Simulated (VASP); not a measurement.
# Ta (Fd-3m) in VASP: further runs

Ta is run at these levels: LDA; tasks: single point.

Program: VASP 6.6.1. These are calculated values, not measurements. Logs are shortened: lines on timing, memory, paths and dates and some standing lists are left out, and cuts for length are marked.

## (1) The cell of the first run

It takes space group Fd-3m (No. 227, cubic). Conventional cell: a = 4.547 Å, b = 4.547 Å, c = 4.547 Å, α = 90.00°, β = 90.00°, γ = 90.00°. Ta (site symmetry -43m) has 4 Ta at 1.97 Å within 2.6 Å.

## (2) Single point, LDA (volume scaled by 0.45)

INCAR

```
ALGO     = Normal         # electronic algorithm
EDIFF    = 1E-7           # SCF threshold, eV
ENCUT    = 520            # plane-wave cutoff, eV
GGA      = CA             # functional
ISIF     = 2              # what is computed and relaxed
ISMEAR   = -1             # smearing method
LASPH    = T              # aspherical terms in the spheres
LCHARG   = F              # write CHGCAR
LREAL    = F              # projectors in reciprocal space
LWAVE    = F              # write WAVECAR
NBANDS   = 18             # bands
NELM     = 60             # most SCF steps
PREC     = Accurate       # precision mode
SIGMA    = 0.08           # smearing width, eV
```

KPOINTS

```
k-points
0
Gamma
  13 13 13
```

POSCAR

```
Ta
1.0
    0.0000000000      2.2733122187      2.2733122187
    2.2733122187      0.0000000000      2.2733122187
    2.2733122187      2.2733122187      0.0000000000
Ta
2
Direct
   -0.1250000000     -0.1250000000     -0.1250000000
    0.1250000000      0.1250000000      0.1250000000
```

Potentials or basis: VASP PAW LDA potentials, release 64 (Ta_pv).

Command:

```sh
> cat potpaw_LDA.64/Ta_pv/POTCAR > POTCAR
> mpirun -np 1 vasp_std > vasp.out
```

OUTCAR:

```text
EDIFF = 1E-7
   ENCUT = 520
   GGA = CA
   ISIF = 2
   ISMEAR = -1
   LASPH = T
   LREAL = F
   NELM = 60
   PREC = Accurate

 ion  position               nearest neighbor table
   1  0.875  0.875  0.875-   2 1.97   2 1.97   2 1.97   2 1.97
   2  0.125  0.125  0.125-   1 1.97   1 1.97   1 1.97   1 1.97

  LATTYP: Found a face centered cubic cell.
 ALAT       =     4.5466244374

  Lattice vectors:

 A1 = (   0.0000000000,   2.2733122187,   2.2733122187)
 A2 = (   2.2733122187,   0.0000000000,   2.2733122187)
 A3 = (   2.2733122187,   2.2733122187,   0.0000000000)

Analysis of symmetry for initial positions (statically):
=====================================================================
 Subroutine PRICEL returns:
 Original cell was already a primitive cell.

 Routine SETGRP: Setting up the symmetry group for a
 face centered cubic supercell.

 Subroutine GETGRP returns: Found 48 space group operations
 (whereof 12 operations were pure point group operations)
 out of a pool of 48 trial point group operations.

The static configuration has the point symmetry D_3d.
 The point group associated with its full space group is O_h .

Analysis of symmetry for dynamics (positions and initial velocities):
=====================================================================
 Subroutine PRICEL returns:
 Original cell was already a primitive cell.

 Routine SETGRP: Setting up the symmetry group for a
 face centered cubic supercell.

 Subroutine GETGRP returns: Found 48 space group operations
 (whereof 12 operations were pure point group operations)
 out of a pool of 48 trial point group operations.

The dynamic configuration has the point symmetry D_3d.
 The point group associated with its full space group is O_h .

 Subroutine INISYM returns: Found 48 space group operations
 (whereof 12 operations are pure point group operations),
 and found     1 'primitive' translations

----------------------------------------------------------------------------------------

                                     Primitive cell

  volume of cell :      23.4967

  direct lattice vectors                    reciprocal lattice vectors
     0.000000000  2.273312219  2.273312219    -0.219943392  0.219943392  0.219943392
     2.273312219  0.000000000  2.273312219     0.219943392 -0.219943392  0.219943392
     2.273312219  2.273312219  0.000000000     0.219943392  0.219943392 -0.219943392

  length of vectors
     3.214948971  3.214948971  3.214948971     0.380953129  0.380953129  0.380953129

  position of ions in fractional coordinates (direct lattice)
     0.875000000  0.875000000  0.875000000
     0.125000000  0.125000000  0.125000000

  ion indices of the primitive-cell ions
   primitive index   ion index
                 1           1
                 2           2

----------------------------------------------------------------------------------------

 KPOINTS: k-points

Automatic generation of k-mesh.
 Grid dimensions read from file:
 generate k-points for:   13   13   13

 Generating k-lattice:

  Cartesian coordinates                     Fractional coordinates (reciprocal lattice)
    -0.016918722  0.016918722  0.016918722     0.076923077  0.000000000  0.000000000
     0.016918722 -0.016918722  0.016918722     0.000000000  0.076923077  0.000000000
     0.016918722  0.016918722 -0.016918722     0.000000000  0.000000000  0.076923077

  Length of vectors
     0.029304087  0.029304087  0.029304087

  Shift w.r.t. Gamma in fractional coordinates (k-lattice)
     0.000000000  0.000000000  0.000000000

 Subroutine IBZKPT returns following result:
 ===========================================

 Found     84 irreducible k-points:

 Following reciprocal coordinates:
            Coordinates               Weight
  0.000000  0.000000  0.000000      1.000000
  0.076923  0.000000  0.000000      8.000000
  0.153846  0.000000  0.000000      8.000000
  0.230769  0.000000  0.000000      8.000000
  0.307692  0.000000  0.000000      8.000000
  0.384615  0.000000  0.000000      8.000000
[... 16 lines left out ...]
  0.384615  0.153846  0.000000     24.000000
  0.461538  0.153846  0.000000     24.000000
 [... further k-points ...]
   k-points           NKPTS =     84   k-points in BZ     NKDIM =     84   number of bands    NBANDS=     18
   number of dos      NEDOS =    301   number of ions     NIONS =      2
   total plane-waves  NPLWV =  13824
   dimension x,y,z NGX =    24 NGY =   24 NGZ =   24
   dimension x,y,z NGXF=    48 NGYF=   48 NGZF=   48
   ions per type =               2
   NGX,Y,Z   is equivalent  to a cutoff of  12.41, 12.41, 12.41 a.u.
   NGXF,Y,Z  is equivalent  to a cutoff of  24.82, 24.82, 24.82 a.u.
 SYSTEM =  unknown system
   PREC   = accura    normal or accurate (medium, high low for compatibility)
   ISTART =      0    job   : 0-new  1-cont  2-samecut
   ICHARG =      2    charge: 1-file 2-atom 10-const
   ISPIN  =      1    spin polarized calculation?
   LNONCOLLINEAR =      F non collinear calculations
   LSORBIT =      F    spin-orbit coupling
   LASPH  =      T    aspherical Exc in radial PAW
   ENCUT  =  520.0 eV  38.22 Ry    6.18 a.u.   5.98  5.98  5.98*2*pi/ulx,y,z
   NELM   =     60;   NELMIN=  2; NELMDL= -5     # of ELM steps
   EDIFF  = 0.1E-06   stopping-criterion for ELM
   LREAL  =      F    real-space projection
   EDIFFG = 0.1E-05   stopping-criterion for IOM
   NSW    =      0    number of steps for IOM
   IBRION =     -1    ionic relax: 0-MD 1-quasi-New 2-CG
   NFREE  =      0    steps in history (QN), initial steepest desc. (CG)
   ISIF   =      2    stress and relaxation
   ISYM   =      2    0-nonsym 1-usesym 2-fastsym
   POTIM  = 0.5000    time-step for ionic-motion
   TEBEG  =    0.0;   TEEND  =   0.0 temperature during run
   PSTRESS=    0.0 pullay stress
   NELECT =      22.0000    total number of electrons
   NUPDOWN=      -1.0000    fix difference up-down
   EMIN   =  10.00;   EMAX   =-10.00  energy-range for DOS
   EFERMI =   0.00;   METHOD = LEGACY
   ISMEAR =    -1;   SIGMA  =   0.08  broadening in eV -4-tet -1-fermi 0-gaus
   EFERMI_NEDOS =   21; number of points for ismear=-14 and -15
   IALGO  =     38    algorithm
   IMIX   =      4    mixing-type and parameters
     AMIX     =   0.40;   BMIX     =  1.00
     AMIX_MAG =   1.60;   BMIX_MAG =  1.00
  volume/ion in A,a.u.               =      11.75        79.28
  Fermi-wavevector in a.u.,A,eV,Ry     =   1.601573  3.026533 34.899419  2.565035
  Thomas-Fermi vector in A             =   2.698530
   LORBIT       =      0    0 simple, 1 ext, 2 COOP (PROOUT), +10 PAW based schemes
   GGA     = CA    functional components
   LHFCALC =     F    Hartree Fock is set to
   AEXX    =    0.0000 exact exchange contribution
   IVDW    =     0    specifies the selected vdW correction
   LEPSILON=     F    determine dielectric tensor
   LRPA    =     F    only Hartree local field effects (RPA)
 non-spin polarized calculation
  energy-cutoff  :      520.00
  volume of cell :       23.50
 maximum number of plane-waves:       646
   NGX = 11   NGY = 11   NGZ = 11

 number of electron      22.0000000 magnetization

 Free energy of the ion-electron system (eV)
  ---------------------------------------------------
  ext. energy  EPLUGINS =         0.00000000
  ---------------------------------------------------
  free energy    TOTEN  =        -4.53307749 eV

  energy without entropy =       -4.50782486  energy(sigma->0) =       -4.52045117

 E-fermi :  10.0216     XC(G=0): -14.6963

 val. band max:       10.0104731573   @ k =  -0.3077   0.3846   0.0769
 cond. band min:      10.0429731289   @ k =  -0.3077   0.3077   0.0769
 fundamental gap:      0.0324999716
 Fermi energy:        10.0216301336

 k-point     1 :       0.0000    0.0000    0.0000
  band No.  band energies     occupation
      1     -27.8657      2.00000
      2     -27.8657      2.00000
      3     -27.8657      2.00000
      4     -22.5696      2.00000
      5     -22.5696      2.00000
      6     -22.5696      2.00000
[... 10 lines left out ...]
     17      23.0157      0.00000
     18      23.5001      0.00000

 k-point     2 :       0.0769    0.0000    0.0000
  band No.  band energies     occupation
      1     -27.9158      2.00000
      2     -27.9158      2.00000
      3     -27.8724      2.00000
      4     -22.5264      2.00000
      5     -22.4946      2.00000
      6     -22.4946      2.00000
[... 10 lines left out ...]
     17      23.0420      0.00000
     18      23.4107      0.00000

 k-point     3 :       0.1538    0.0000    0.0000
  band No.  band energies     occupation
      1     -28.0480      2.00000
      2     -28.0480      2.00000
      3     -27.8974      2.00000
      4     -22.3925      2.00000
      5     -22.2934      2.00000
      6     -22.2934      2.00000
[... 10 lines left out ...]
     17      23.1650      0.00000
     18      23.1658      0.00000

 k-point     4 :       0.2308    0.0000    0.0000
  band No.  band energies     occupation
      1     -28.2204      2.00000
      2     -28.2204      2.00000
      3     -27.9474      2.00000
      4     -22.1695      2.00000
      5     -22.0242      2.00000
      6     -22.0242      2.00000
[... 375 lines left out ...]
      4     -22.9771      2.00000
      5     -21.3960      2.00000
      6     -21.3068      2.00000
[... 10 lines left out ...]
     17      23.2159      0.00000
     18      23.3508      0.00000

 k-point    23 :       0.3846    0.1538    0.0000
  band No.  band energies     occupation
      1     -28.9301      2.00000
      2     -28.7301      2.00000
      3     -27.1591      2.00000
      4     -22.8573      2.00000
      5     -21.1925      2.00000
      6     -20.9738      2.00000
[... 10 lines left out ...]
     17      22.4329      0.00000
     18      23.4231      0.00000

 k-point    24 :       0.4615    0.1538    0.0000
  band No.  band energies     occupation
      1     -29.1179      2.00000
      2     -28.7815      2.00000
      3     -27.1381      2.00000
      4     -22.6997      2.00000
      5     -21.0974      2.00000
      6     -20.7169      2.00000
[... 10 lines left out ...]
     17      20.8455      0.00000
     18      21.6207      0.00000

 [... further k-points ...]
[... 5 lines left out ...]
  --------------------------------------------------------------------------------------
  -------------------------------------------------------------------------------------
  Total       51.6888371     51.6888371     51.6888371      0.0000000     -0.0000000      0.0000000
  in kB     3524.5208926   3524.5208926   3524.5208926      0.0000000     -0.0000000      0.0000000
  external PRESSURE =    3524.5208926 kB  Pullay stress =       0.0000000 kB

 VOLUME and BASIS-vectors are now :
 -----------------------------------------------------------------------------
  energy-cutoff  :      520.00
  volume of cell :       23.50
      direct lattice vectors                 reciprocal lattice vectors
     0.000000000  2.273312219  2.273312219    -0.219943392  0.219943392  0.219943392
     2.273312219  0.000000000  2.273312219     0.219943392 -0.219943392  0.219943392
     2.273312219  2.273312219  0.000000000     0.219943392  0.219943392 -0.219943392

 POSITION                                       TOTAL-FORCE (eV/Angst)
 -----------------------------------------------------------------------------------
      3.97830      3.97830      3.97830         0.000000      0.000000      0.000000
      0.56833      0.56833      0.56833        -0.000000     -0.000000     -0.000000
 -----------------------------------------------------------------------------------
    total drift:                                0.000000      0.000000      0.000000

  FREE ENERGIE OF THE ION-ELECTRON SYSTEM (eV)
  ---------------------------------------------------
  free  energy   TOTEN  =        -4.5330774911 eV

  energy  without entropy=       -4.5078248570  energy(sigma->0) =       -4.52045117
```

It took 9 s on 1 thread of Intel Xeon 6975P-C (Granite Rapids), shared host; peak memory 0.15 GiB.

What came out:

- Free energy: -4.5331 eV
- Pressure: 352.5 GPa
- Band gap on the k mesh: zero (band 11 reaches 11.74 eV, above the bottom of band 12 at 7.17 eV)

Caveat: spin-orbit coupling is left out, which moves the levels of the heavy elements.

## (3) Single point, LDA (volume scaled by 0.55)

INCAR

```
ALGO = Normal
EDIFF = 1E-6
ENCUT = 520
GGA = CA
ISIF = 2
ISMEAR = -1
LASPH = True
LCHARG = False
LREAL = False
LWAVE = False
NBANDS = 18
NELM = 80
PREC = Accurate
SIGMA = 0.08
```

KPOINTS is that of step 2.

POSCAR

```
Ta
1.0
    0.0000000000      2.4305756614      2.4305756614
    2.4305756614      0.0000000000      2.4305756614
    2.4305756614      2.4305756614      0.0000000000
Ta
2
Direct
   -0.1250000000     -0.1250000000     -0.1250000000
    0.1250000000      0.1250000000      0.1250000000
```

Potentials or basis: VASP PAW LDA potentials, release 64 (Ta_pv).

Command:

```sh
> cat potpaw_LDA.64/Ta_pv/POTCAR > POTCAR
> mpirun -np 1 vasp_std > vasp.out
```

It took 16 s on 1 thread of Intel Xeon 6975P-C (Granite Rapids), shared host; peak memory 0.16 GiB.

Results (log left out):

| Quantity | Value |
| --- | --- |
| Free energy | -12.5834 eV |
| Pressure | 166.9 GPa |
| Band gap on the k mesh | zero (band 11 reaches 8.95 eV, above the bottom of band 12 at 5.64 eV) |

Levels at points of the mesh, in eV from the Fermi level:
| k point | band 8 | band 9 | band 10 | band 11 | band 12 | band 13 | band 14 | band 15 |
| --- | --- | --- | --- | --- | --- | --- | --- | --- |
| (0.00, 0.00, 0.00) | -4.25 | -4.25 | -0.78 | -0.78 | -0.78 | 3.95 | 3.95 | 3.95 |

Caveat: spin-orbit coupling is left out, which moves the levels of the heavy elements.

(Continued in part 2 of 2.)
